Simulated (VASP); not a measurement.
# GaN (F-43m) in VASP: settings compared

GaN is run at these levels: revPBE, BLYP, PBE+D3(BJ); tasks: single point.

Program: VASP 6.6.1. These are calculated values, not measurements. Logs are shortened: lines on timing, memory, paths and dates and some standing lists are left out, and cuts for length are marked.

## (1) The cell of the first run

It takes space group F-43m (No. 216, cubic). The conventional cell has a = 4.507 Å, b = 4.507 Å, c = 4.507 Å, α = 90.00°, β = 90.00°, γ = 90.00°. Within 2.6 Å of Ga (site symmetry -43m) lie 4 N at 1.95 Å. Within 2.6 Å of N (site symmetry -43m) lie 4 Ga at 1.95 Å.

## (2) Single point, revPBE

The input, INCAR:

```
PREC     = Accurate       # precision mode
ENCUT    = 520            # plane-wave cutoff, eV
EDIFF    = 1E-6           # SCF threshold, eV
ISMEAR   = -1             # smearing method
SIGMA    = 0.05           # smearing width, eV
LREAL    = F              # projectors in reciprocal space
LASPH    = T              # aspherical terms in the spheres
NELM     = 60             # most SCF steps
ALGO     = Normal         # electronic algorithm
ISIF     = 2              # what is computed and relaxed
LWAVE    = F              # write WAVECAR
LCHARG   = F              # write CHGCAR
GGA      = RE             # functional
NBANDS   = 16             # bands
```

The input, KPOINTS:

```
regular mesh
0
Gamma
  10 10 10
```

The input, POSCAR:

```
GaN
1.0
    0.0000000000      2.2535006075      2.2535006075
    2.2535006075      0.0000000000      2.2535006075
    2.2535006075      2.2535006075      0.0000000000
Ga N
1 1
Direct
    0.0000000000      0.0000000000      0.0000000000
    0.2500000000      0.2500000000      0.2500000000
```

Potentials or basis: VASP PAW PBE potentials, release 64 (Ga_d, N).

Launch:

```console
cat potpaw_PBE.64/Ga_d/POTCAR potpaw_PBE.64/N/POTCAR > POTCAR
mpirun -np 1 vasp_std > vasp.out
```

OUTCAR:

```text
PREC = Accurate
   ENCUT = 520
   EDIFF = 1E-6
   ISMEAR = -1
   LREAL = F
   LASPH = T
   NELM = 60
   ISIF = 2
   GGA = RE

 ion  position               nearest neighbor table
   1  0.000  0.000  0.000-   2 1.95   2 1.95   2 1.95   2 1.95
   2  0.250  0.250  0.250-   1 1.95   1 1.95   1 1.95   1 1.95

  LATTYP: Found a face centered cubic cell.
 ALAT       =     4.5070012150

  Lattice vectors:

 A1 = (   0.0000000000,   2.2535006075,   2.2535006075)
 A2 = (   2.2535006075,   0.0000000000,   2.2535006075)
 A3 = (   2.2535006075,   2.2535006075,   0.0000000000)

Analysis of symmetry for initial positions (statically):
=====================================================================
 Subroutine PRICEL returns:
 Original cell was already a primitive cell.

 Routine SETGRP: Setting up the symmetry group for a
 face centered cubic supercell.

 Subroutine GETGRP returns: Found 24 space group operations
 (whereof 24 operations were pure point group operations)
 out of a pool of 48 trial point group operations.

The static configuration has the point symmetry T_d .

Analysis of symmetry for dynamics (positions and initial velocities):
=====================================================================
 Subroutine PRICEL returns:
 Original cell was already a primitive cell.

 Routine SETGRP: Setting up the symmetry group for a
 face centered cubic supercell.

 Subroutine GETGRP returns: Found 24 space group operations
 (whereof 24 operations were pure point group operations)
 out of a pool of 48 trial point group operations.

The dynamic configuration has the point symmetry T_d .

 Subroutine INISYM returns: Found 24 space group operations
 (whereof 24 operations are pure point group operations),
 and found     1 'primitive' translations

----------------------------------------------------------------------------------------

                                     Primitive cell

  volume of cell :      22.8877

  direct lattice vectors                    reciprocal lattice vectors
     0.000000000  2.253500607  2.253500607    -0.221877020  0.221877020  0.221877020
     2.253500607  0.000000000  2.253500607     0.221877020 -0.221877020  0.221877020
     2.253500607  2.253500607  0.000000000     0.221877020  0.221877020 -0.221877020

[... 72 lines left out ...]
   NGXF,Y,Z  is equivalent  to a cutoff of  25.04, 25.04, 25.04 a.u.
 SYSTEM =  unknown system
   PREC   = accura    normal or accurate (medium, high low for compatibility)
   ISTART =      0    job   : 0-new  1-cont  2-samecut
   ICHARG =      2    charge: 1-file 2-atom 10-const
   ISPIN  =      1    spin polarized calculation?
   LNONCOLLINEAR =      F non collinear calculations
   LSORBIT =      F    spin-orbit coupling
   LASPH  =      T    aspherical Exc in radial PAW
   ENCUT  =  520.0 eV  38.22 Ry    6.18 a.u.   5.93  5.93  5.93*2*pi/ulx,y,z
   NELM   =     60;   NELMIN=  2; NELMDL= -5     # of ELM steps
   EDIFF  = 0.1E-05   stopping-criterion for ELM
   LREAL  =      F    real-space projection
   EDIFFG = 0.1E-04   stopping-criterion for IOM
   NSW    =      0    number of steps for IOM
   IBRION =     -1    ionic relax: 0-MD 1-quasi-New 2-CG
   NFREE  =      0    steps in history (QN), initial steepest desc. (CG)
   ISIF   =      2    stress and relaxation
   ISYM   =      2    0-nonsym 1-usesym 2-fastsym
   POTIM  = 0.5000    time-step for ionic-motion
   TEBEG  =    0.0;   TEEND  =   0.0 temperature during run
   PSTRESS=    0.0 pullay stress
   NELECT =      18.0000    total number of electrons
   NUPDOWN=      -1.0000    fix difference up-down
   EMIN   =  10.00;   EMAX   =-10.00  energy-range for DOS
   EFERMI =   0.00;   METHOD = LEGACY
   ISMEAR =    -1;   SIGMA  =   0.05  broadening in eV -4-tet -1-fermi 0-gaus
   EFERMI_NEDOS =   21; number of points for ismear=-14 and -15
   IALGO  =     38    algorithm
   IMIX   =      4    mixing-type and parameters
     AMIX     =   0.40;   BMIX     =  1.00
     AMIX_MAG =   1.60;   BMIX_MAG =  1.00
  volume/ion in A,a.u.               =      11.44        77.23
  Fermi-wavevector in a.u.,A,eV,Ry     =   1.511117  2.855596 31.068543  2.283473
  Thomas-Fermi vector in A             =   2.621216
   LORBIT       =      0    0 simple, 1 ext, 2 COOP (PROOUT), +10 PAW based schemes
   GGA     = RE    functional components
   LHFCALC =     F    Hartree Fock is set to
   AEXX    =    0.0000 exact exchange contribution
   IVDW    =     0    specifies the selected vdW correction
   LEPSILON=     F    determine dielectric tensor
   LRPA    =     F    only Hartree local field effects (RPA)
 non-spin polarized calculation
  energy-cutoff  :      520.00
  volume of cell :       22.89
 maximum number of plane-waves:       636
   NGX = 11   NGY = 11   NGZ = 11

 number of electron      18.0000004 magnetization

 Free energy of the ion-electron system (eV)
  ---------------------------------------------------
  ext. energy  EPLUGINS =         0.00000000
  ---------------------------------------------------
  free energy    TOTEN  =       -11.43713377 eV

  energy without entropy =      -11.43713377  energy(sigma->0) =      -11.43713377

 E-fermi :   6.2846     XC(G=0): -11.5241

 val. band max:        5.3806895269   @ k =   0.0000   0.0000   0.0000
 cond. band min:       7.1435583346   @ k =   0.0000   0.0000   0.0000
 fundamental gap:      1.7628688077
 Fermi energy:         6.2845953924

 k-point     1 :       0.0000    0.0000    0.0000
  band No.  band energies     occupation
      1     -10.5826      2.00000
      2      -8.0644      2.00000
      3      -8.0644      2.00000
      4      -8.0644      2.00000
      5      -7.7450      2.00000
      6      -7.7450      2.00000
[... 433 lines left out ...]
      3      -7.8406      2.00000
      4      -7.8404      2.00000
      5      -7.6848      2.00000
      6      -6.8344      2.00000
[... 8 lines left out ...]
     15      27.7487      0.00000
     16      27.8303      0.00000

 [... further k-points ...]
[... 5 lines left out ...]
  --------------------------------------------------------------------------------------
  -------------------------------------------------------------------------------------
  Total        1.1293539      1.1293539      1.1293539      0.0000000      0.0000000      0.0000000
  in kB       79.0565061     79.0565061     79.0565061      0.0000000      0.0000000      0.0000000
  external PRESSURE =      79.0565061 kB  Pullay stress =       0.0000000 kB

 VOLUME and BASIS-vectors are now :
 -----------------------------------------------------------------------------
  energy-cutoff  :      520.00
  volume of cell :       22.89
      direct lattice vectors                 reciprocal lattice vectors
     0.000000000  2.253500607  2.253500607    -0.221877020  0.221877020  0.221877020
     2.253500607  0.000000000  2.253500607     0.221877020 -0.221877020  0.221877020
     2.253500607  2.253500607  0.000000000     0.221877020  0.221877020 -0.221877020

 POSITION                                       TOTAL-FORCE (eV/Angst)
 -----------------------------------------------------------------------------------
      0.00000      0.00000      0.00000        -0.000000     -0.000000     -0.000000
      1.12675      1.12675      1.12675         0.000000      0.000000      0.000000
 -----------------------------------------------------------------------------------
    total drift:                                0.000001      0.000001      0.000001

  FREE ENERGIE OF THE ION-ELECTRON SYSTEM (eV)
  ---------------------------------------------------
  free  energy   TOTEN  =       -11.4371337671 eV

  energy  without entropy=      -11.4371337669  energy(sigma->0) =      -11.43713377
```

OSZICAR:

```text
N       E                     dE             d eps       ncg     rms          rms(c)
DAV:   1     0.782094745749E+02    0.78209E+02   -0.93351E+03  1704   0.201E+03
DAV:   2    -0.797991742890E+01   -0.86189E+02   -0.80578E+02  1696   0.322E+02
DAV:   3    -0.133479813368E+02   -0.53681E+01   -0.53448E+01  1776   0.691E+01
DAV:   4    -0.134047198561E+02   -0.56739E-01   -0.56733E-01  1856   0.760E+00
DAV:   5    -0.134054743234E+02   -0.75447E-03   -0.75446E-03  1832   0.772E-01    0.770E+00
DAV:   6    -0.114258964926E+02    0.19796E+01   -0.47788E+00  2272   0.391E+01    0.270E+00
DAV:   7    -0.114397867815E+02   -0.13890E-01   -0.32173E-01  1608   0.642E+00    0.179E+00
DAV:   8    -0.114406987800E+02   -0.91200E-03   -0.52259E-02  1704   0.328E+00    0.755E-01
DAV:   9    -0.114367372966E+02    0.39615E-02   -0.13841E-02  2240   0.277E+00    0.193E-01
DAV:  10    -0.114372418732E+02   -0.50458E-03   -0.17514E-03  1704   0.603E-01    0.100E-01
DAV:  11    -0.114371247276E+02    0.11715E-03   -0.33832E-04  2128   0.280E-01    0.121E-02
DAV:  12    -0.114371342066E+02   -0.94790E-05   -0.41948E-05  1688   0.609E-02    0.143E-02
DAV:  13    -0.114371337671E+02    0.43950E-06   -0.11883E-06  1728   0.167E-02
   1 F= -.11437134E+02 E0= -.11437134E+02  d E =-.232087E-09
```

It took 27 s on 1 thread of Intel Xeon 8259CL, shared host; peak memory 0.14 GiB.

What came out:

```yaml
Free_energy: -11.4371 eV
Pressure: 7.9 GPa
Band_gap_on_the_k_mesh: 1.76 eV, direct
```

Levels at points of the mesh, in eV from the valence-band top:
| k point | band 6 | band 7 | band 8 | band 9 | band 10 | band 11 | band 12 | band 13 |
| --- | --- | --- | --- | --- | --- | --- | --- | --- |
| (0.00, 0.00, 0.00) | -13.13 | 0.00 | 0.00 | 0.00 | 1.76 | 10.36 | 10.36 | 10.36 |
| (0.50, 0.00, 0.00) | -11.90 | -7.01 | -0.96 | -0.96 | 4.70 | 8.79 | 10.41 | 10.41 |
| (0.50, 0.50, 0.00) | -11.48 | -6.10 | -2.69 | -2.69 | 3.39 | 6.73 | 11.81 | 14.04 |

Caveat: the PAW data sets were made with another functional, which shifts forces and pressure a little. revPBE gaps usually lie below the measured ones, often by a third to a half.

[end of part 1 of 2]
